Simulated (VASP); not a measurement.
Here is a VASP 6.6.1 calculation.

Contents of INCAR:

```
  ALGO = Normal
  EDIFF = 1E-6
  ENCUT = 600
  GGA = RE
  GGA_COMPAT = False
  ISIF = 2
  ISMEAR = 1
  LASPH = True
  LCHARG = True
  LDAU = True
  LDAUJ = 0 0
  LDAUL = -1 1
  LDAUPRINT = 1
  LDAUTYPE = 2
  LDAUU = 0 3.4
  LELF = True
  LREAL = False
  LVHAR = True
  LWAVE = False
  NBANDS = 11
  NELM = 200
  PREC = Accurate
  SIGMA = 0.13605693122994
```

Contents of KPOINTS:

```
k-points
0
Gamma
  4 4 4
```

POSCAR

```
MgS
1.0
    0.0000000000      2.7108137459      2.7108137459
    2.7108137459      0.0000000000      2.7108137459
    2.7108137459      2.7108137459      0.0000000000
Mg S
1 1
Direct
    0.0000000000      0.0000000000      0.0000000000
    0.7500000000      0.7500000000      0.7500000000
```

Potentials or basis: VASP PAW PBE potentials, release 64 (Mg, S).

The run is started by

```sh
$ cat potpaw_PBE.64/Mg/POTCAR potpaw_PBE.64/S/POTCAR > POTCAR
$ mpirun -np 1 vasp_std > vasp.out
```

(1) Estimate the band gap on the k mesh.

(2) Predict the pressure.

Results:

(1) 3.77 eV (least direct gap 4.20 eV).

(2) 13.2 GPa.

Caveat: the k points lie up to 0.50 Å⁻¹ apart; the PAW data sets were made with another functional, which shifts forces and pressure a little.
